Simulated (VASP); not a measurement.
Input of a VASP 6.6.1 run:

File INCAR:

```
  PREC = Accurate
  ENCUT = 520
  EDIFF = 1E-6
  ISMEAR = -1
  SIGMA = 0.05
  LREAL = F
  LASPH = T
  NELM = 150
  ALGO = Normal
  ISIF = 2
  LWAVE = F
  LCHARG = F
  ISPIN = 2
  MAGMOM = 0.602
  LORBIT = 11
  LMAXMIX = 4
  GGA = RP
  NBANDS = 15
```

File KPOINTS:

```
regular mesh
0
Gamma
  26 26 26
```

File POSCAR:

```
Ni
1.0
   -1.4141234147      1.4141234147      1.4141234147
    1.4141234147     -1.4141234147      1.4141234147
    1.4141234147      1.4141234147     -1.4141234147
Ni
1
Direct
    0.0000000000      0.0000000000      0.0000000000
```

Potentials or basis: VASP PAW PBE potentials, release 64 (Ni).

Run with:

```sh
$ cat potpaw_PBE.64/Ni/POTCAR > POTCAR
$ mpirun -np 1 vasp_std > vasp.out
```

(1) Estimate the pressure.

(2) Predict the site moments.

(3) Estimate the net moment.

Results:

(1) 0.1 GPa.

(2) Ni +0.58 μB.

(3) 0.57 μB per cell.

Caveat: the PAW data sets were made with another functional, which shifts forces and pressure a little.
